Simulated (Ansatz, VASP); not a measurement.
**One calculation of MnS, two programs**

```
Mn S
1.0
     0.00000    2.60450    2.60450
     2.60450    0.00000    2.60450
     2.60450    2.60450    0.00000
Mn S
1 1
Cartesian
  0.0000 0.0000 0.0000
  2.6045 2.6045 2.6045
```

Alike in both runs: task single point; functional PBE; k mesh 7 × 7 × 7; occupations fermi-dirac, width 0.05 eV; collinear spin; fixed moment 2 μB.

|  | VASP | Ansatz |
| --- | --- | --- |
| version | VASP 6.6.1 | Ansatz 0.2.0 |
| potentials or method | VASP PAW PBE potentials, release 64 (Mn_pv, S) | Ansatz PAW |
| plane-wave cutoff (eV) | 520 | 420 |
| valence electrons in the cell | 19 | 21 |

VASP gave:

| Quantity | Value |
| --- | --- |
| pressure (GPa) | -19.6 |
| net moment per atom (μB) | 1.00 |
| size of the moment on the site where the two differ most (μB) | 2.03 |

Q: Estimate Ansatz's values.

A: Pressure (GPa): -19.5; net moment per atom (μB): 1.00; size of the moment on the site where the two differ most (μB): 2.01.

Site moments also hang on the region over which each program counts them. VASP's potentials hold 19 valence electrons a cell and Ansatz's 21, so a difference there can come from the potentials and not from the codes.
